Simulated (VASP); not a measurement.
Wanted: the native input for a VASP 6.6.1 run.

| Quantity | Value |
| --- | --- |
| Task | relaxation of cell and atoms |
| Functional | PBEsol |
| Potentials or basis | VASP PAW PBE potentials, release 64 (Na_pv, Cl) |
| Cutoff | 600 eV |
| k mesh | 6 × 6 × 4 |
| Occupations | fermi-dirac, width 0.02 eV |
| Spin | no spin polarisation |
| Dipole correction | no |
| Further INCAR settings | ALGO = Normal; EDIFF = 1e-07; IBRION = 2; EDIFFG = -0.005; NSW = 80; ISIF = 3 |

The structure of NaCl lies in POSCAR:

```
NaCl
1.0
    3.9554594119      0.0000000000      0.0000000000
   -1.9777297060      3.4255283344      0.0000000000
    0.0000000000      0.0000000000      6.8388213760
Na Cl
2 2
Direct
    0.0000000000      0.0000000000      0.0000000000
    0.0000000000      0.0000000000      0.5000000000
    0.3333333333      0.6666666667      0.2500000000
    0.6666666667      0.3333333333      0.7500000000
```

One way to write it, as run:

INCAR

```
PREC = Accurate
ENCUT = 600
EDIFF = 1E-7
ISMEAR = -1
SIGMA = 0.02
LREAL = F
LASPH = T
NELM = 60
ALGO = Normal
ISIF = 3
LWAVE = F
LCHARG = F
GGA = PS
IBRION = 2
NSW = 80
EDIFFG = -0.005
```

KPOINTS

```
regular mesh
0
Gamma
  6 6 4
```

Potentials or basis: VASP PAW PBE potentials, release 64 (Na_pv, Cl).

Launch:

```console
$ cat potpaw_PBE.64/Na_pv/POTCAR potpaw_PBE.64/Cl/POTCAR > POTCAR
$ mpirun -np 1 vasp_std > vasp.out
```

Results of the run:

| Quantity | Value |
| --- | --- |
| Relaxed volume | 22.08 Å³/atom |
| Relaxed cell | a = 3.888 Å, b = 3.888 Å, c = 6.749 Å, α = 90.00°, β = 90.00°, γ = 120.00° |
| Space group after relaxing (to 0.1 Å) | P6_3/mmc (No. 194) |
| Energy gained by relaxing | 3.9 meV/atom |
| Ionic steps | 6 |
| Pressure after relaxing | 0.0 GPa |
| Band gap on the k mesh | 4.89 eV |

Caveat: the PAW data sets were made with another functional, which shifts forces and pressure a little.

It took 62 s on 1 thread of AMD EPYC 9R45 96-Core Processor (Zen 5), on a shared host, peak memory 0.21 GiB.
